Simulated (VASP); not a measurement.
# PbSe (Fm-3m) in VASP: single point with PBEsol

Aim: the single point of PbSe with PBEsol.

Everything below comes from runs of VASP 6.6.1. Logs are shortened: lines on timing, memory, paths and dates and some standing lists are left out, and cuts for length are marked.

## (1) The cell of the first run

It takes space group Fm-3m (No. 225, cubic). The conventional cell has a = 6.193 Å, b = 6.193 Å, c = 6.193 Å, α = 90.00°, β = 90.00°, γ = 90.00°. Pb (site symmetry m-3m) has 6 Se at 3.10 Å within 4.1 Å. Se (site symmetry m-3m) has 6 Pb at 3.10 Å within 4.1 Å.

## (2) Single point, PBEsol, non-collinear spin, zero start, spin-orbit coupling

The input, INCAR:

```
PREC     = Accurate       # precision mode
ENCUT    = 520            # plane-wave cutoff, eV
EDIFF    = 1E-6           # SCF threshold, eV
ISMEAR   = -1             # smearing method
SIGMA    = 0.1            # smearing width, eV
LREAL    = F              # projectors in reciprocal space
LASPH    = T              # aspherical terms in the spheres
NELM     = 150            # most SCF steps
ALGO     = Normal         # electronic algorithm
ISIF     = 2              # what is computed and relaxed
LWAVE    = F              # write WAVECAR
LCHARG   = T              # write CHGCAR
MAGMOM   = 0 0 0 0 0 0    # initial moments
LORBIT   = 11             # projections on sites
LSORBIT  = T              # spin-orbit coupling
GGA_COMPAT= F            
LORBMOM  = T            
GGA      = PS             # functional
LVHAR    = T            
NBANDS   = 32             # bands
```

The input, KPOINTS:

```
regular mesh
0
Gamma
  9 9 9
```

The input, POSCAR:

```
PbSe
1.0
    0.0000000000      3.0963331400      3.0963331400
    3.0963331400      0.0000000000      3.0963331400
    3.0963331400      3.0963331400      0.0000000000
Pb Se
1 1
Direct
    0.0000000000      0.0000000000      0.0000000000
    0.5000000000      0.5000000000      0.5000000000
```

Potentials or basis: VASP PAW PBE potentials, release 64 (Pb_d, Se).

On the command line:

```
> cat potpaw_PBE.64/Pb_d/POTCAR potpaw_PBE.64/Se/POTCAR > POTCAR
> mpirun -np 1 vasp_ncl > vasp.out
```

OUTCAR:

```text
PREC = Accurate
   ENCUT = 520
   EDIFF = 1E-6
   ISMEAR = -1
   LREAL = F
   LASPH = T
   NELM = 150
   ISIF = 2
   LORBIT = 11
   LSORBIT = T
   GGA = PS

 ion  position               nearest neighbor table
   1  0.000  0.000  0.000-   2 3.10   2 3.10   2 3.10   2 3.10   2 3.10   2 3.10
   2  0.500  0.500  0.500-   1 3.10   1 3.10   1 3.10   1 3.10   1 3.10   1 3.10

  LATTYP: Found a face centered cubic cell.
 ALAT       =     6.1926662800

  Lattice vectors:

 A1 = (   0.0000000000,   3.0963331400,   3.0963331400)
 A2 = (   3.0963331400,   0.0000000000,   3.0963331400)
 A3 = (   3.0963331400,   3.0963331400,   0.0000000000)

Analysis of symmetry for initial positions (statically):
=====================================================================
 Subroutine PRICEL returns:
 Original cell was already a primitive cell.

 Routine SETGRP: Setting up the symmetry group for a
 face centered cubic supercell.

 Subroutine GETGRP returns: Found 48 space group operations
 (whereof 48 operations were pure point group operations)
 out of a pool of 48 trial point group operations.

The static configuration has the point symmetry O_h .

Analysis of symmetry for dynamics (positions and initial velocities):
=====================================================================
 Subroutine PRICEL returns:
 Original cell was already a primitive cell.

 Routine SETGRP: Setting up the symmetry group for a
 face centered cubic supercell.

 Subroutine GETGRP returns: Found 48 space group operations
 (whereof 48 operations were pure point group operations)
 out of a pool of 48 trial point group operations.

The dynamic configuration has the point symmetry O_h .

Analysis of structural, dynamic, and magnetic symmetry:
=====================================================================
 Subroutine PRICEL returns:
 Original cell was already a primitive cell.

 Routine SETGRP: Setting up the symmetry group for a
 face centered cubic supercell.

 Subroutine GETGRP returns: Found 48 space group operations
 (whereof 48 operations were pure point group operations)
 out of a pool of 48 trial point group operations.

The overall configuration has the point symmetry O_h .

 Subroutine INISYM returns: Found 48 space group operations
 (whereof 48 operations are pure point group operations),
 and found     1 'primitive' translations

----------------------------------------------------------------------------------------

                                     Primitive cell

  volume of cell :      59.3708

  direct lattice vectors                    reciprocal lattice vectors
     0.000000000  3.096333140  3.096333140    -0.161481332  0.161481332  0.161481332
     3.096333140  0.000000000  3.096333140     0.161481332 -0.161481332  0.161481332
     3.096333140  3.096333140  0.000000000     0.161481332  0.161481332 -0.161481332

  length of vectors
     4.378876320  4.378876320  4.378876320     0.279693872  0.279693872  0.279693872

  position of ions in fractional coordinates (direct lattice)
     0.000000000  0.000000000  0.000000000
     0.500000000  0.500000000  0.500000000

  ion indices of the primitive-cell ions
   primitive index   ion index
                 1           1
                 2           2

----------------------------------------------------------------------------------------

 KPOINTS: regular mesh

Automatic generation of k-mesh.
 Grid dimensions read from file:
 generate k-points for:    9    9    9

 Generating k-lattice:

  Cartesian coordinates                     Fractional coordinates (reciprocal lattice)
    -0.017942370  0.017942370  0.017942370     0.111111111  0.000000000  0.000000000
     0.017942370 -0.017942370  0.017942370     0.000000000  0.111111111  0.000000000
     0.017942370  0.017942370 -0.017942370     0.000000000  0.000000000  0.111111111
[... 88 lines left out ...]
  energy-cutoff  :      520.00
  volume of cell :       59.37
 maximum number of plane-waves:      3278
 NGX is ok and might be reduce to    36
   NGX = 17   NGY = 17   NGZ = 17

 number of electron      20.0000002 magnetization      -0.0000000      0.0000000      0.0000000

 number of electron      20.0000002 magnetization       0.0000000      0.0000000      0.0000000

 number of electron      20.0000002 magnetization      -0.0000000     -0.0000000     -0.0000000

 Free energy of the ion-electron system (eV)
  ---------------------------------------------------
  ext. energy  EPLUGINS =         0.00000000
  ---------------------------------------------------
  free energy    TOTEN  =        -9.32696947 eV

  energy without entropy =       -9.32430606  energy(sigma->0) =       -9.32563776

 E-fermi :   4.4846     XC(G=0):  -9.5579

 val. band max:        4.2050430508   @ k =   0.4444   0.0000   0.0000
 cond. band min:       4.6752707141   @ k =   0.4444   0.0000   0.0000
 fundamental gap:      0.4702276633
 Fermi energy:         4.4845609810

 k-point     1 :       0.0000    0.0000    0.0000
  band No.  band energies     occupation
      1     -13.6558      1.00000
      2     -13.6558      1.00000
      3     -13.6558      1.00000
      4     -13.6558      1.00000
      5     -11.1042      1.00000
      6     -11.1042      1.00000
[... 829 lines left out ...]
     31      15.6567      0.00000
     32      15.6567      0.00000

 [... further k-points ...]
[... 5 lines left out ...]
  --------------------------------------------------------------------------------------
  -------------------------------------------------------------------------------------
  Total       -0.8665269     -0.8665269     -0.8665269      0.0000000      0.0000000      0.0000000
  in kB      -23.3840423    -23.3840423    -23.3840423      0.0000000      0.0000000      0.0000000
  external PRESSURE =     -23.3840423 kB  Pullay stress =       0.0000000 kB

 VOLUME and BASIS-vectors are now :
 -----------------------------------------------------------------------------
  energy-cutoff  :      520.00
  volume of cell :       59.37
      direct lattice vectors                 reciprocal lattice vectors
     0.000000000  3.096333140  3.096333140    -0.161481332  0.161481332  0.161481332
     3.096333140  0.000000000  3.096333140     0.161481332 -0.161481332  0.161481332
     3.096333140  3.096333140  0.000000000     0.161481332  0.161481332 -0.161481332

 POSITION                                       TOTAL-FORCE (eV/Angst)
 -----------------------------------------------------------------------------------
      0.00000      0.00000      0.00000        -0.000000      0.000000     -0.000000
      3.09633      3.09633      3.09633         0.000000     -0.000000      0.000000
 -----------------------------------------------------------------------------------
    total drift:                               -0.000000      0.000000      0.000000

  FREE ENERGIE OF THE ION-ELECTRON SYSTEM (eV)
  ---------------------------------------------------
  free  energy   TOTEN  =        -9.3269694716 eV

  energy  without entropy=       -9.3243060579  energy(sigma->0) =       -9.32563776

 orbital moment (x)

 # of ion     p       d       tot
 ----------------------------------------
  1         0.000   0.000   0.000
  2         0.000   0.000   0.000
 ----------------------------------------
            0.000   0.000   0.000

 orbital moment (y)

 # of ion     p       d       tot
 ----------------------------------------
  1         0.000  -0.000  -0.000
  2         0.000   0.000   0.000
 ----------------------------------------
            0.000  -0.000  -0.000

 orbital moment (z)

 # of ion     p       d       tot
 ----------------------------------------
  1         0.000  -0.000  -0.000
  2         0.000   0.000   0.000
 ----------------------------------------
            0.000  -0.000  -0.000

 Spin-Orbit-Coupling matrix elements

 Ion:    1  E_soc:     -0.8456304
 l=   1
     0.0000000    -0.0738392    -0.0738392
    -0.0738392     0.0000000    -0.0738392
    -0.0738392    -0.0738392     0.0000000
 l=   2
     0.0000000    -0.0134692     0.0000000    -0.0134692    -0.0536300
    -0.0134692     0.0000000    -0.0402225    -0.0134692    -0.0134075
     0.0000000    -0.0402225     0.0000000    -0.0402225     0.0000000
    -0.0134692    -0.0134692    -0.0402225     0.0000000    -0.0134075
    -0.0536300    -0.0134075     0.0000000    -0.0134075     0.0000000
 l=   3
     0.0000000     0.0000000     0.0000000     0.0000000     0.0000000     0.0000000     0.0000000
     0.0000000     0.0000000     0.0000000     0.0000000     0.0000000     0.0000000     0.0000000
     0.0000000     0.0000000     0.0000000     0.0000000     0.0000000     0.0000000     0.0000000
     0.0000000     0.0000000     0.0000000     0.0000000     0.0000000     0.0000000     0.0000000
     0.0000000     0.0000000     0.0000000     0.0000000     0.0000000     0.0000000     0.0000000
     0.0000000     0.0000000     0.0000000     0.0000000     0.0000000     0.0000000     0.0000000
     0.0000000     0.0000000     0.0000000     0.0000000     0.0000000     0.0000000     0.0000000

 Ion:    2  E_soc:     -0.0499411
 l=   1
     0.0000000    -0.0083384    -0.0083384
    -0.0083384     0.0000000    -0.0083384
    -0.0083384    -0.0083384     0.0000000
 l=   2
     0.0000000    -0.0000018     0.0000000    -0.0000018     0.0000167
    -0.0000018     0.0000000     0.0000125    -0.0000018     0.0000042
     0.0000000     0.0000125     0.0000000     0.0000125     0.0000000
    -0.0000018    -0.0000018     0.0000125     0.0000000     0.0000042
     0.0000167     0.0000042     0.0000000     0.0000042     0.0000000
 l=   3
     0.0000000     0.0000000     0.0000000     0.0000000     0.0000000     0.0000000     0.0000000
     0.0000000     0.0000000     0.0000000     0.0000000     0.0000000     0.0000000     0.0000000
     0.0000000     0.0000000     0.0000000     0.0000000     0.0000000     0.0000000     0.0000000
     0.0000000     0.0000000     0.0000000     0.0000000     0.0000000     0.0000000     0.0000000
     0.0000000     0.0000000     0.0000000     0.0000000     0.0000000     0.0000000     0.0000000
     0.0000000     0.0000000     0.0000000     0.0000000     0.0000000     0.0000000     0.0000000
     0.0000000     0.0000000     0.0000000     0.0000000     0.0000000     0.0000000     0.0000000

 total charge

# of ion       s       p       d       tot
------------------------------------------
    1        1.454   0.547   9.836  11.837
    2        1.472   2.290   0.016   3.777
--------------------------------------------------
tot          2.926   2.837   9.852  15.615

 magnetization (x)

# of ion       s       p       d       tot
------------------------------------------
    1        0.000   0.000  -0.000   0.000
    2        0.000  -0.000  -0.000   0.000
--------------------------------------------------
tot          0.000   0.000  -0.000   0.000

 magnetization (y)

# of ion       s       p       d       tot
------------------------------------------
    1        0.000   0.000   0.000   0.000
    2       -0.000  -0.000   0.000  -0.000
--------------------------------------------------
tot          0.000   0.000   0.000   0.000

 magnetization (z)

# of ion       s       p       d       tot
------------------------------------------
    1       -0.000   0.000  -0.000  -0.000
    2        0.000  -0.000   0.000   0.000
--------------------------------------------------
tot         -0.000   0.000   0.000  -0.000
```

It took 1.9 min on 1 thread of Intel Xeon Platinum 8375C at 2.90GHz (Ice Lake), shared host; peak memory 0.42 GiB.

What came out:

* Free energy: -9.3270 eV
* Pressure: -2.3 GPa
* Net moment: 0.00 μB per cell
* Valence electrons inside the program's atomic spheres: Pb 11.84; Se 3.78

Moments on the atoms (μB; x, y, z):
```
Pb  0.00 0.00 0.00
Se  0.00 0.00 0.00
```

Caveat: this odd mesh misses L, where the gap lies, so gap, dielectric constants and Born charges aren't listed; the PAW data sets were made with another functional, which shifts forces and pressure a little.
